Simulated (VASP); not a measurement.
A run of VASP 6.6.1:

POSCAR

```
Ru
1.0
    4.2392222189      0.0000000000      0.0000000000
   -2.1196111094      3.6712741339      0.0000000000
    0.0000000000      0.0000000000      2.6638682768
Ru
3
Direct
    0.0000000000      0.0000000000      0.0000000000
    0.3333333333      0.6666666667      0.5000000000
    0.6666666667      0.3333333333      0.5000000000
```

File INCAR.step1:

```
SYSTEM = Ru
  PREC = Accurate
  ENCUT = 520
  ISMEAR = -1
  SIGMA = 0.05
  LREAL = .False.
  LASPH = .True.
  NELM = 150
  ISPIN = 2
  MAGMOM = 1 1 1
  LMAXMIX = 4
  NBANDS = 32
  GGA = PE
  ALGO = Normal
  EDIFF = 1E-4
  LWAVE = .True.
  LCHARG = .False.
```

The input INCAR.step2:

```
SYSTEM = Ru
  PREC = Accurate
  ENCUT = 520
  EDIFF = 1E-6
  ISMEAR = -1
  SIGMA = 0.05
  LREAL = .False.
  LASPH = .True.
  NELM = 150
  ALGO = Normal
  ISIF = 2
  LWAVE = .False.
  LCHARG = .False.
  ISPIN = 2
  MAGMOM = 1 1 1
  LORBIT = 11
  LMAXMIX = 4
  METAGGA = R2SCAN
  LMIXTAU = .True.
  NBANDS = 32
  ISTART = 1
```

Contents of KPOINTS:

```
regular mesh
0
Gamma
  9 9 12
  0 0 0
```

Potentials or basis: VASP PAW PBE potentials, release 64 (Ru_pv).

Run with:

```sh
$ cat potpaw_PBE.64/Ru_pv/POTCAR > POTCAR
$ cp INCAR.step1 INCAR
$ mpirun -np 1 vasp_std > vasp.out
$ cp INCAR.step2 INCAR
$ mpirun -np 1 vasp_std > vasp.out
```

Hardware: 1 thread of Intel(R) Xeon(R) 6975P-C (Granite Rapids), with other jobs on the host.

Question: Estimate the wall time of this run.

Answer: Run time: 3.4 min on 1 thread of Intel(R) Xeon(R) 6975P-C (Granite Rapids) (shared host), peak memory 0.28 GiB. Counts: k points 84.
